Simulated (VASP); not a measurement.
# W2C (P-3m1) in VASP: further runs, part 3 of 3

VASP 6.6.1. The steps go on from the part before.

## Step 5: Single point, RPBE+U

File INCAR:

```
SYSTEM = W2C
PREC     = Accurate       ! precision mode
ENCUT    = 600            ! plane-wave cutoff, eV
EDIFF    = 1E-6           ! SCF threshold, eV
ISMEAR   = 0              ! smearing method
SIGMA    = 0.1            ! smearing width, eV
LREAL    = .FALSE.        ! projectors in reciprocal space
LASPH    = .TRUE.         ! aspherical terms in the spheres
NELM     = 200            ! most SCF steps
ALGO     = Normal         ! electronic algorithm
ISIF     = 2              ! what is computed and relaxed
LWAVE    = .FALSE.        ! write WAVECAR
LCHARG   = .FALSE.        ! write CHGCAR
LMAXMIX  = 4              ! l up to which the mixer works
LDAU     = .TRUE.         ! DFT+U
LDAUTYPE = 2            
LDAUL    = 2 -1           ! shell
LDAUU    = 0.93 0         ! U, eV
LDAUJ    = 0 0          
LDAUPRINT= 1            
GGA      = RP             ! functional
NELECT   = 33.0         
NBANDS   = 23             ! bands
GGA_COMPAT= .FALSE.
```

File KPOINTS:

```
Automatic mesh
0
G
  4 4 2
  0 0 0
```

File POSCAR:

```
W2C
1.0
    3.0700456420      0.0000000000      0.0000000000
   -1.5350228210      2.6587375167      0.0000000000
    0.0000000000      0.0000000000      4.6784280000
W C
2 1
Direct
    0.3333333333      0.6666666667      0.7463310000
    0.6666666667      0.3333333333      0.2536690000
    0.0000000000      0.0000000000      0.0000000000
```

Potentials or basis: VASP PAW PBE potentials, release 64 (W_sv, C).

Launch:

```console
$ cat potpaw_PBE.64/W_sv/POTCAR potpaw_PBE.64/C/POTCAR > POTCAR
$ mpirun -np 1 vasp_std > vasp.out
```

OUTCAR:

```text
SYSTEM = W2C
   PREC = Accurate
   ENCUT = 600
   EDIFF = 1E-6
   ISMEAR = 0
   LREAL = .FALSE.
   LASPH = .TRUE.
   NELM = 200
   ISIF = 2
   GGA = RP
   NELECT = 33.0

 ion  position               nearest neighbor table
   1  0.333  0.667  0.746-   3 2.13   3 2.13   3 2.13   2 2.91   2 2.91   2 2.91   2 2.96   2 2.96
                             2 2.96
   2  0.667  0.333  0.254-   3 2.13   3 2.13   3 2.13   1 2.91   1 2.91   1 2.91   1 2.96   1 2.96
                             1 2.96
   3  0.000  0.000  0.000-   1 2.13   2 2.13   1 2.13   2 2.13   2 2.13   1 2.13

  LATTYP: Found a hexagonal cell.
 ALAT       =     3.0700456420
 C/A-ratio  =     1.5238952594

  Lattice vectors:

 A1 = (   3.0700456420,   0.0000000000,   0.0000000000)
 A2 = (  -1.5350228210,   2.6587375167,   0.0000000000)
 A3 = (   0.0000000000,   0.0000000000,   4.6784280000)

Analysis of symmetry for initial positions (statically):
=====================================================================
 Subroutine PRICEL returns:
 Original cell was already a primitive cell.

 Routine SETGRP: Setting up the symmetry group for a
 hexagonal supercell.

 Subroutine GETGRP returns: Found 12 space group operations
 (whereof 12 operations were pure point group operations)
 out of a pool of 24 trial point group operations.

The static configuration has the point symmetry D_3d.

Analysis of symmetry for dynamics (positions and initial velocities):
=====================================================================
 Subroutine PRICEL returns:
[... 195 lines left out ...]
  o =  0.3515  v =  0.0000  0.0000  0.0000  0.0000  0.0000  0.7745  0.0000  0.0000 -0.6326 -0.0000      0.0000  0.0000  0.0000  0.0000  0.0000  0.0000  0.0000  0.0000  0.0000  0.0000
  o =  0.3777  v =  0.0000  0.7745  0.0000  0.0000  0.6326  0.0000  0.0000  0.0000  0.0000  0.0000      0.0000  0.0000  0.0000  0.0000  0.0000  0.0000  0.0000  0.0000  0.0000  0.0000
  o =  0.3777  v =  0.0000  0.0000  0.0000  0.0000  0.0000  0.0000  0.7745  0.0000  0.0000  0.6326      0.0000  0.0000  0.0000  0.0000  0.0000  0.0000  0.0000  0.0000  0.0000  0.0000
  o =  0.3777  v =  0.0000  0.0000  0.0000  0.0000  0.0000  0.6326 -0.0000 -0.0000  0.7745 -0.0000      0.0000  0.0000  0.0000  0.0000  0.0000  0.0000  0.0000  0.0000  0.0000  0.0000
  o =  0.3777  v =  0.6326 -0.0000 -0.0000  0.7745 -0.0000  0.0000  0.0000  0.0000  0.0000  0.0000      0.0000  0.0000  0.0000  0.0000  0.0000  0.0000  0.0000  0.0000  0.0000  0.0000
  o =  0.3967  v =  0.0000  0.0000  0.0000  0.0000  0.0000  0.0000  0.0000 -1.0000  0.0000  0.0000      0.0000  0.0000  0.0000  0.0000  0.0000  0.0000  0.0000  0.0000  0.0000  0.0000
  o =  0.3967  v =  0.0000  0.0000 -1.0000  0.0000  0.0000  0.0000  0.0000  0.0000  0.0000  0.0000      0.0000  0.0000  0.0000  0.0000  0.0000  0.0000  0.0000  0.0000  0.0000  0.0000

 number of electron      33.0000000 magnetization

 Free energy of the ion-electron system (eV)
  ---------------------------------------------------
  ext. energy  EPLUGINS =         0.00000000
  ---------------------------------------------------
  free energy    TOTEN  =       -19.36743381 eV

  energy without entropy =      -19.35707715  energy(sigma->0) =      -19.36225548

 E-fermi :  12.0983     XC(G=0): -13.6148

 val. band max:       11.9006711212   @ k =   0.2500   0.0000   0.0000
 cond. band min:      12.1295528744   @ k =   0.2500   0.2500   0.0000
 fundamental gap:      0.2288817532
 Fermi energy:        12.0983386399

 k-point     1 :       0.0000    0.0000    0.0000
  band No.  band energies     occupation
      1     -62.9238      2.00000
      2     -62.8462      2.00000
      3     -27.6338      2.00000
      4     -27.0628      2.00000
      5     -27.0628      2.00000
      6     -26.9250      2.00000
[... 197 lines left out ...]
     22      17.3425      0.00000
     23      19.1817      0.00000

------------------------ aborting loop because EDIFF is reached ----------------------------------------

  FORCE on cell =-STRESS in cart. coord.  units (eV):
  Direction    XX          YY          ZZ          XY          YZ          ZX
  --------------------------------------------------------------------------------------
  -------------------------------------------------------------------------------------
  Total       15.2466004     15.2466004     16.3665179      0.0000000      0.0000000      0.0000000
  in kB      639.6808578    639.6808578    686.6677115      0.0000000      0.0000000      0.0000000
  external PRESSURE =     655.3431423 kB  Pullay stress =       0.0000000 kB

 VOLUME and BASIS-vectors are now :
 -----------------------------------------------------------------------------
  energy-cutoff  :      600.00
  volume of cell :       38.19
      direct lattice vectors                 reciprocal lattice vectors
     3.070045642  0.000000000  0.000000000     0.325728056  0.188059181  0.000000000
    -1.535022821  2.658737517  0.000000000     0.000000000  0.376118362  0.000000000
     0.000000000  0.000000000  4.678428000     0.000000000  0.000000000  0.213747011

 POSITION                                       TOTAL-FORCE (eV/Angst)
 -----------------------------------------------------------------------------------
     -0.00000      1.77249      3.49166        -0.000000      0.000000     -0.112661
      1.53502      0.88625      1.18677         0.000000     -0.000000      0.112661
      0.00000      0.00000      0.00000         0.000000      0.000000      0.000000
 -----------------------------------------------------------------------------------
    total drift:                                0.000000      0.000000      0.000000

  FREE ENERGIE OF THE ION-ELECTRON SYSTEM (eV)
  ---------------------------------------------------
  free  energy   TOTEN  =       -19.3674338069 eV

  energy  without entropy=      -19.3570771545  energy(sigma->0) =      -19.36225548
```

OSZICAR:

```text
N       E                     dE             d eps       ncg     rms          rms(c)
DAV:   1     0.375668248992E+03    0.37567E+03   -0.21284E+04   368   0.182E+03
DAV:   2    -0.667427490575E+01   -0.38234E+03   -0.37139E+03   403   0.518E+02
DAV:   3    -0.222506273143E+02   -0.15576E+02   -0.15252E+02   438   0.997E+01
DAV:   4    -0.224760976358E+02   -0.22547E+00   -0.22508E+00   424   0.126E+01
DAV:   5    -0.224788854877E+02   -0.27879E-02   -0.27877E-02   431   0.144E+00    0.371E+01
DAV:   6    -0.195433460665E+02    0.29355E+01   -0.13262E+01   410   0.245E+01    0.141E+01
DAV:   7    -0.193989779088E+02    0.14437E+00   -0.11728E+00   396   0.780E+00    0.678E+00
DAV:   8    -0.193714439956E+02    0.27534E-01   -0.10242E-01   417   0.232E+00    0.605E-01
DAV:   9    -0.193675368255E+02    0.39072E-02   -0.16665E-02   403   0.106E+00    0.204E-01
DAV:  10    -0.193674287511E+02    0.10807E-03   -0.22498E-03   420   0.449E-01    0.454E-02
DAV:  11    -0.193674355051E+02   -0.67541E-05   -0.93654E-05   488   0.940E-02    0.299E-02
DAV:  12    -0.193674341312E+02    0.13740E-05   -0.61979E-06   378   0.183E-02    0.571E-03
DAV:  13    -0.193674338069E+02    0.32426E-06   -0.10453E-06   212   0.127E-02
   1 F= -.19367434E+02 E0= -.19362255E+02  d E =-.103567E-01
```

Wall time 19 s (1 thread of Intel Xeon 8259CL, shared host); peak memory 0.17 GiB.

What came out:

* Free energy: -19.3674 eV
* Largest force: 0.113 eV/Å

Forces on the atoms (eV/Å):
```
W    0.000  0.000 -0.113
W    0.000  0.000  0.113
C    0.000  0.000  0.000
```

Eigenvalues of the final occupation matrices:
```
    site  spin  trace               eigenvalues
site 1 d     1   1.86  0.35 0.35 0.38 0.38 0.40
site 1 d     2   1.86  0.35 0.35 0.38 0.38 0.40
site 2 d     1   1.86  0.35 0.35 0.38 0.38 0.40
site 2 d     2   1.86  0.35 0.35 0.38 0.38 0.40
```

Caveat: the k points lie up to 0.67 Å⁻¹ apart; the cell carries a net charge on a neutralising background, which shifts energy and pressure; the cell is charged against a uniform background, so pressure and absolute levels hang on convention; the PAW data sets were made with another functional, which shifts forces and pressure a little; spin-orbit coupling is left out, which moves the levels of the heavy elements; U without spin polarisation on a metal has little footing; the U is typed as a test and isn't derived for this compound.

## Step 6: Single point, PBE

File INCAR:

```
PREC     = Accurate       # precision mode
ENCUT    = 600            # plane-wave cutoff, eV
EDIFF    = 1E-6           # SCF threshold, eV
ISMEAR   = 0              # smearing method
SIGMA    = 0.1            # smearing width, eV
LREAL    = False          # projectors in reciprocal space
LASPH    = True           # aspherical terms in the spheres
NELM     = 120            # most SCF steps
ALGO     = Normal         # electronic algorithm
ISIF     = 2              # what is computed and relaxed
LWAVE    = False          # write WAVECAR
LCHARG   = False          # write CHGCAR
GGA      = PE             # functional
ISYM     = 0            
NBANDS   = 23             # bands
GGA_COMPAT= False
```

File KPOINTS:

```
regular mesh
0
Gamma
  3 7 2
```

POSCAR is that of step 5.

Potentials or basis: VASP PAW PBE potentials, release 64 (W_sv, C).

Launch:

```console
$ cat potpaw_PBE.64/W_sv/POTCAR potpaw_PBE.64/C/POTCAR > POTCAR
$ mpirun -np 1 vasp_std > vasp.out
```

OUTCAR:

```text
PREC = Accurate
   ENCUT = 600
   EDIFF = 1E-6
   ISMEAR = 0
   LREAL = False
   LASPH = True
   NELM = 120
   ISIF = 2
   GGA = PE
   ISYM = 0

 ion  position               nearest neighbor table
   1  0.333  0.667  0.746-   3 2.13   3 2.13   3 2.13   2 2.91   2 2.91   2 2.91   2 2.96   2 2.96
                             2 2.96
   2  0.667  0.333  0.254-   3 2.13   3 2.13   3 2.13   1 2.91   1 2.91   1 2.91   1 2.96   1 2.96
                             1 2.96
   3  0.000  0.000  0.000-   1 2.13   2 2.13   1 2.13   2 2.13   2 2.13   1 2.13

IMPORTANT INFORMATION: All symmetrisations will be switched off!
NOSYMM: (Re-)initialisation of all symmetry stuff for point group C_1.

----------------------------------------------------------------------------------------

                                     Primitive cell

  volume of cell :      38.1874

  direct lattice vectors                    reciprocal lattice vectors
     3.070045642  0.000000000  0.000000000     0.325728056  0.188059181  0.000000000
    -1.535022821  2.658737517  0.000000000     0.000000000  0.376118362  0.000000000
     0.000000000  0.000000000  4.678428000     0.000000000  0.000000000  0.213747011

  length of vectors
     3.070045642  3.070045642  4.678428000     0.376118362  0.376118362  0.213747011
[... 152 lines left out ...]

 val. band max:       11.6685026093   @ k =  -0.3333   0.1429   0.0000
 cond. band min:      11.7812043674   @ k =   0.0000   0.4286   0.5000
 fundamental gap:      0.1127017581
 Fermi energy:        11.7806331265

 k-point     1 :       0.0000    0.0000    0.0000
  band No.  band energies     occupation
      1     -63.2972      2.00000
      2     -63.2219      2.00000
      3     -27.9457      2.00000
      4     -27.3801      2.00000
      5     -27.3616      2.00000
      6     -27.2459      2.00000
[... 561 lines left out ...]
     22      18.0831      0.00000
     23      19.4432      0.00000

------------------------ aborting loop because EDIFF is reached ----------------------------------------

  FORCE on cell =-STRESS in cart. coord.  units (eV):
  Direction    XX          YY          ZZ          XY          YZ          ZX
  --------------------------------------------------------------------------------------
  -------------------------------------------------------------------------------------
  Total        1.2100053     -0.1628467     -1.4629462     -0.1281969     -0.3209300      0.0105052
  in kB       50.7665439     -6.8323385    -61.3788440     -5.3785813    -13.4648215      0.4407537
  external PRESSURE =      -5.8148796 kB  Pullay stress =       0.0000000 kB

 VOLUME and BASIS-vectors are now :
 -----------------------------------------------------------------------------
  energy-cutoff  :      600.00
  volume of cell :       38.19
      direct lattice vectors                 reciprocal lattice vectors
     3.070045642  0.000000000  0.000000000     0.325728056  0.188059181  0.000000000
    -1.535022821  2.658737517  0.000000000     0.000000000  0.376118362  0.000000000
     0.000000000  0.000000000  4.678428000     0.000000000  0.000000000  0.213747011

 POSITION                                       TOTAL-FORCE (eV/Angst)
 -----------------------------------------------------------------------------------
     -0.00000      1.77249      3.49166        -0.024066     -0.515750     -0.145199
      1.53502      0.88625      1.18677         0.024072      0.515748      0.144773
      0.00000      0.00000      0.00000        -0.000006      0.000002      0.000426
 -----------------------------------------------------------------------------------
    total drift:                               -0.000006      0.000019      0.000182

  FREE ENERGIE OF THE ION-ELECTRON SYSTEM (eV)
  ---------------------------------------------------
  free  energy   TOTEN  =       -34.9396230189 eV

  energy  without entropy=      -34.9309784615  energy(sigma->0) =      -34.93530074
```

It took 38 s on 1 thread of Intel Xeon 8259CL, shared host; peak memory 0.19 GiB.

What came out:

- Free energy: -34.9396 eV
- Pressure: -0.6 GPa
- Largest force: 0.536 eV/Å
- Band gap on the k mesh: zero (band 16 reaches 12.41 eV, above the bottom of band 17 at 10.46 eV)

Forces on the atoms (eV/Å):
```
W   -0.024 -0.516 -0.145
W    0.024  0.516  0.145
C    0.000  0.000  0.000
```

Caveat: the k points lie up to 0.79 Å⁻¹ apart; spin-orbit coupling is left out, which moves the levels of the heavy elements.

## Step 7: Overview

```tsv
k mesh	smearing	gap on the mesh (eV)	pressure (GPa)	largest force (eV/Å)
3 × 3 × 1	methfessel-paxton 0.43 eV	none	0.4	2.00
3 × 3 × 2	gaussian 0.1 eV	none	2.4	0.63
3 × 3 × 1, shifted	gaussian 0.1 eV	none	-4.2	0.90
3 × 7 × 2	gaussian 0.1 eV	none	-0.6	0.54
```

Alike in all rows: task single point; level PBE; potentials or basis VASP PAW PBE potentials, release 64 (W_sv, C); no spin polarisation; cell as given; cutoff (eV) 600.

Caveats: all runs use coarse meshes; spin-orbit coupling is left out, which moves the levels of the heavy elements; forces of over 1 eV/Å act on the atoms, so gaps and moduli don't describe the material at rest (some runs).

Absolute energies hang on the potentials; compare differences alone.
